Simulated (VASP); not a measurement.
# Hg4O4 in VASP: single point with PBE

Aim: the single point of Hg4O4 with PBE.

All numbers are computed with VASP 6.6.1; they aren't measurements. Logs are shortened: lines on timing, memory, paths and dates and some standing lists are left out, and cuts for length are marked.

**1. The cell of the first run**

The cell holds a molecule in a box, 8 atoms: a = 11.390 Å, b = 11.390 Å, c = 11.390 Å, α = 90.00°, β = 90.00°, γ = 90.00°.

**2. Single point, PBE, non-collinear spin, zero start, spin-orbit coupling**

File INCAR:

```
SYSTEM = HgO
  PREC = Accurate
  ENCUT = 520
  EDIFF = 1E-7
  ISMEAR = 0
  SIGMA = 0.01
  LREAL = .FALSE.
  LASPH = .TRUE.
  NELM = 150
  ALGO = Normal
  ISIF = 2
  LWAVE = .FALSE.
  LCHARG = .FALSE.
  LNONCOLLINEAR = .TRUE.
  MAGMOM = 0 0 0 0 0 0 0 0 0 0 0 0 0 0 0 0 0 0 0 0 0 0 0 0
  LORBIT = 11
  LSORBIT = .TRUE.
  GGA_COMPAT = .FALSE.
  LORBMOM = .TRUE.
  GGA = PE
  NBANDS = 90
```

File KPOINTS:

```
Automatic mesh
0
G
  1 1 1
  0 0 0
```

File POSCAR:

```
HgO
1.0
   11.3900000000      0.0000000000      0.0000000000
    0.0000000000     11.3900000000      0.0000000000
    0.0000000000      0.0000000000     11.3900000000
Hg O
4 4
Direct
    0.5974600500      0.5974600500      0.5974600500
    0.5974600500      0.4023143100      0.4023143100
    0.4023143100      0.5974600500      0.4023143100
    0.4023143100      0.4023143100      0.5974600500
    0.6046909600      0.6046909600      0.3950834100
    0.6046909600      0.3950834100      0.6046909600
    0.3950834100      0.6046909600      0.6046909600
    0.3950834100      0.3950834100      0.3950834100
```

Potentials or basis: VASP PAW PBE potentials, release 64 (Hg, O).

Started as:

```bash
> cat potpaw_PBE.64/Hg/POTCAR potpaw_PBE.64/O/POTCAR > POTCAR
> mpirun -np 1 vasp_ncl > vasp.out
```

OUTCAR:

```text
SYSTEM = HgO
   PREC = Accurate
   ENCUT = 520
   EDIFF = 1E-7
   ISMEAR = 0
   LREAL = .FALSE.
   LASPH = .TRUE.
   NELM = 150
   ISIF = 2
   LNONCOLLINEAR = .TRUE.
   LORBIT = 11
   LSORBIT = .TRUE.
   GGA = PE

 ion  position               nearest neighbor table
   1  0.597  0.597  0.597-   5 2.31   6 2.31   7 2.31   2 3.14   3 3.14   4 3.14
   2  0.597  0.402  0.402-   8 2.31   6 2.31   5 2.31   1 3.14   3 3.14   4 3.14
   3  0.402  0.597  0.402-   8 2.31   7 2.31   5 2.31   1 3.14   2 3.14   4 3.14
   4  0.402  0.402  0.597-   8 2.31   7 2.31   6 2.31   1 3.14   2 3.14   3 3.14
   5  0.605  0.605  0.395-   1 2.31   2 2.31   3 2.31
   6  0.605  0.395  0.605-   1 2.31   2 2.31   4 2.31
   7  0.395  0.605  0.605-   1 2.31   3 2.31   4 2.31
   8  0.395  0.395  0.395-   2 2.31   3 2.31   4 2.31

  LATTYP: Found a simple cubic cell.
 ALAT       =    11.3900000000

  Lattice vectors:

 A1 = (  11.3900000000,   0.0000000000,   0.0000000000)
 A2 = (   0.0000000000,  11.3900000000,   0.0000000000)
 A3 = (   0.0000000000,   0.0000000000,  11.3900000000)

Analysis of symmetry for initial positions (statically):
=====================================================================
 Subroutine PRICEL returns:
 Original cell was already a primitive cell.

 Routine SETGRP: Setting up the symmetry group for a
 simple cubic supercell.

 Subroutine GETGRP returns: Found 24 space group operations
 (whereof  6 operations were pure point group operations)
 out of a pool of 48 trial point group operations.

The static configuration has the point symmetry C_3v.
 The point group associated with its full space group is T_d .

Analysis of symmetry for dynamics (positions and initial velocities):
=====================================================================
 Subroutine PRICEL returns:
 Original cell was already a primitive cell.

 Routine SETGRP: Setting up the symmetry group for a
 simple cubic supercell.

 Subroutine GETGRP returns: Found 24 space group operations
 (whereof  6 operations were pure point group operations)
 out of a pool of 48 trial point group operations.

The dynamic configuration has the point symmetry C_3v.
 The point group associated with its full space group is T_d .

Analysis of structural, dynamic, and magnetic symmetry:
=====================================================================
 Subroutine PRICEL returns:
 Original cell was already a primitive cell.

 Routine SETGRP: Setting up the symmetry group for a
 simple cubic supercell.

 Subroutine GETGRP returns: Found 24 space group operations
 (whereof  6 operations were pure point group operations)
 out of a pool of 48 trial point group operations.

The overall configuration has the point symmetry C_3v.
 The point group associated with its full space group is T_d .

 Subroutine INISYM returns: Found 24 space group operations
 (whereof  6 operations are pure point group operations),
 and found     1 'primitive' translations

----------------------------------------------------------------------------------------

                                     Primitive cell

  volume of cell :    1477.6486

  direct lattice vectors                    reciprocal lattice vectors
    11.390000000  0.000000000  0.000000000     0.087796313  0.000000000  0.000000000
     0.000000000 11.390000000  0.000000000     0.000000000  0.087796313  0.000000000
     0.000000000  0.000000000 11.390000000     0.000000000  0.000000000  0.087796313

  length of vectors
    11.390000000 11.390000000 11.390000000     0.087796313  0.087796313  0.087796313

  position of ions in fractional coordinates (direct lattice)
     0.597460050  0.597460050  0.597460050
     0.597460050  0.402314310  0.402314310
     0.402314310  0.597460050  0.402314310
     0.402314310  0.402314310  0.597460050
     0.604690960  0.604690960  0.395083410
     0.604690960  0.395083410  0.604690960
     0.395083410  0.604690960  0.604690960
     0.395083410  0.395083410  0.395083410

  ion indices of the primitive-cell ions
   primitive index   ion index
[... 210 lines left out ...]
  -------------------------------------------------------------------------------------
  Total       -0.1913193     -0.1913193     -0.1913193     -0.0000000     -0.0000000      0.0000000
  in kB       -0.2074427     -0.2074427     -0.2074427     -0.0000000     -0.0000000      0.0000000
  external PRESSURE =      -0.2074427 kB  Pullay stress =       0.0000000 kB

 VOLUME and BASIS-vectors are now :
 -----------------------------------------------------------------------------
  energy-cutoff  :      520.00
  volume of cell :     1477.65
      direct lattice vectors                 reciprocal lattice vectors
    11.390000000  0.000000000  0.000000000     0.087796313  0.000000000  0.000000000
     0.000000000 11.390000000  0.000000000     0.000000000  0.087796313  0.000000000
     0.000000000  0.000000000 11.390000000     0.000000000  0.000000000  0.087796313

 POSITION                                       TOTAL-FORCE (eV/Angst)
 -----------------------------------------------------------------------------------
      6.80507      6.80507      6.80507        -0.082787     -0.082787     -0.082787
      6.80507      4.58236      4.58236        -0.082787      0.082787      0.082787
      4.58236      6.80507      4.58236         0.082787     -0.082787      0.082787
      4.58236      4.58236      6.80507         0.082787      0.082787     -0.082787
      6.88743      6.88743      4.50000         0.076072      0.076072     -0.076072
      6.88743      4.50000      6.88743         0.076072     -0.076072      0.076072
      4.50000      6.88743      6.88743        -0.076072      0.076072      0.076072
      4.50000      4.50000      4.50000        -0.076072     -0.076072     -0.076072
 -----------------------------------------------------------------------------------
    total drift:                               -0.000312     -0.000312     -0.000312

  FREE ENERGIE OF THE ION-ELECTRON SYSTEM (eV)
  ---------------------------------------------------
  free  energy   TOTEN  =       -16.9341748917 eV

  energy  without entropy=      -16.9341748917  energy(sigma->0) =      -16.93417489

 orbital moment (x)

 # of ion     p       d       tot
 ----------------------------------------
  1        -0.000  -0.000  -0.000
  2        -0.000  -0.000  -0.000
  3         0.000   0.000   0.000
  4         0.000   0.000   0.000
  5         0.000   0.000   0.000
  6         0.000   0.000   0.000
  7         0.000   0.000   0.000
  8         0.000   0.000   0.000
 ----------------------------------------
           -0.000  -0.000  -0.000

 orbital moment (y)

 # of ion     p       d       tot
 ----------------------------------------
  1         0.000  -0.000  -0.000
  2         0.000   0.000   0.000
  3         0.000  -0.000  -0.000
  4        -0.000  -0.000  -0.000
  5         0.000   0.000   0.000
  6         0.000   0.000   0.000
  7         0.000   0.000   0.000
  8         0.000   0.000   0.000
 ----------------------------------------
           -0.000  -0.000  -0.000

 orbital moment (z)

 # of ion     p       d       tot
 ----------------------------------------
  1         0.000   0.000   0.000
  2         0.000  -0.000  -0.000
  3         0.000   0.000   0.000
  4         0.000   0.000   0.000
  5         0.000   0.000   0.000
  6         0.000   0.000   0.000
  7         0.000   0.000   0.000
  8         0.000   0.000   0.000
 ----------------------------------------
            0.000   0.000   0.000

 Spin-Orbit-Coupling matrix elements

 Ion:    1  E_soc:     -0.4895563
 l=   1
     0.0000000    -0.0176677    -0.0176677
    -0.0176677     0.0000000    -0.0176677
    -0.0176677    -0.0176677     0.0000000
 l=   2
     0.0000000    -0.0127790     0.0000000    -0.0127790    -0.0511461
    -0.0127790     0.0000000    -0.0383596    -0.0127790    -0.0127865
     0.0000000    -0.0383596     0.0000000    -0.0383596     0.0000000
    -0.0127790    -0.0127790    -0.0383596     0.0000000    -0.0127865
    -0.0511461    -0.0127865     0.0000000    -0.0127865     0.0000000
 l=   3
     0.0000000     0.0000000     0.0000000     0.0000000     0.0000000     0.0000000     0.0000000
     0.0000000     0.0000000     0.0000000     0.0000000     0.0000000     0.0000000     0.0000000
     0.0000000     0.0000000     0.0000000     0.0000000     0.0000000     0.0000000     0.0000000
     0.0000000     0.0000000     0.0000000     0.0000000     0.0000000     0.0000000     0.0000000
[... 129 lines left out ...]
 l=   2
     0.0000000     0.0000000     0.0000000     0.0000000     0.0000000
     0.0000000     0.0000000     0.0000000     0.0000000     0.0000000
     0.0000000     0.0000000     0.0000000     0.0000000     0.0000000
     0.0000000     0.0000000     0.0000000     0.0000000     0.0000000
     0.0000000     0.0000000     0.0000000     0.0000000     0.0000000
 l=   3
     0.0000000     0.0000000     0.0000000     0.0000000     0.0000000     0.0000000     0.0000000
     0.0000000     0.0000000     0.0000000     0.0000000     0.0000000     0.0000000     0.0000000
     0.0000000     0.0000000     0.0000000     0.0000000     0.0000000     0.0000000     0.0000000
     0.0000000     0.0000000     0.0000000     0.0000000     0.0000000     0.0000000     0.0000000
     0.0000000     0.0000000     0.0000000     0.0000000     0.0000000     0.0000000     0.0000000
     0.0000000     0.0000000     0.0000000     0.0000000     0.0000000     0.0000000     0.0000000
     0.0000000     0.0000000     0.0000000     0.0000000     0.0000000     0.0000000     0.0000000

 total charge

# of ion       s       p       d       tot
------------------------------------------
    1        0.648   0.240   9.465  10.353
    2        0.648   0.240   9.465  10.353
    3        0.648   0.240   9.465  10.353
    4        0.648   0.240   9.465  10.353
    5        1.599   3.192   0.000   4.790
    6        1.599   3.192   0.000   4.790
    7        1.599   3.192   0.000   4.790
    8        1.599   3.192   0.000   4.790
--------------------------------------------------
tot          8.984  13.729  37.859  60.572

 magnetization (x)

# of ion       s       p       d       tot
------------------------------------------
    1        0.000   0.000   0.000   0.000
    2        0.000  -0.000   0.000  -0.000
    3        0.000  -0.000  -0.000  -0.000
    4       -0.000   0.000   0.000   0.000
    5       -0.000   0.000   0.000  -0.000
    6        0.000  -0.000   0.000  -0.000
    7       -0.000   0.000   0.000   0.000
    8        0.000  -0.000   0.000  -0.000
--------------------------------------------------
tot         -0.000  -0.000   0.000  -0.000

 magnetization (y)

# of ion       s       p       d       tot
------------------------------------------
    1        0.000  -0.000  -0.000  -0.000
    2        0.000  -0.000   0.000   0.000
    3       -0.000   0.000  -0.000   0.000
    4        0.000  -0.000  -0.000  -0.000
    5        0.000   0.000   0.000   0.000
    6       -0.000   0.000   0.000   0.000
    7       -0.000  -0.000   0.000  -0.000
    8        0.000  -0.000   0.000  -0.000
--------------------------------------------------
tot          0.000   0.000   0.000   0.000

 magnetization (z)

# of ion       s       p       d       tot
------------------------------------------
    1       -0.000   0.000   0.000   0.000
    2        0.000   0.000  -0.000   0.000
    3       -0.000   0.000   0.000   0.000
    4        0.000   0.000  -0.000   0.000
    5        0.000  -0.000   0.000  -0.000
    6       -0.000   0.000   0.000   0.000
    7        0.000  -0.000   0.000  -0.000
    8        0.000  -0.000   0.000  -0.000
--------------------------------------------------
tot          0.000  -0.000  -0.000  -0.000
```

Wall time 21 min (1 thread of Intel Xeon Platinum 8375C at 2.90GHz (Ice Lake), shared host); peak memory 3.8 GiB.

What came out:

| Quantity | Value |
| --- | --- |
| Free energy | -16.9342 eV |
| Largest force | 0.143 eV/Å |
| Net moment | 0.00 μB per cell |
| Valence electrons inside the program's atomic spheres | Hg 10.35; O 4.79 |

Forces on the atoms (eV/Å):
```
Hg  -0.083 -0.083 -0.083
Hg  -0.083  0.083  0.083
Hg   0.083 -0.083  0.083
Hg   0.083  0.083 -0.083
O    0.076  0.076 -0.076
O    0.076 -0.076  0.076
O   -0.076  0.076  0.076
O   -0.076 -0.076 -0.076
```

Moments on the atoms (μB; x, y, z):
```
Hg  0.00 0.00 0.00
Hg  0.00 0.00 0.00
Hg  0.00 0.00 0.00
Hg  0.00 0.00 0.00
O   0.00 0.00 0.00
O   0.00 0.00 0.00
O   0.00 0.00 0.00
O   0.00 0.00 0.00
```
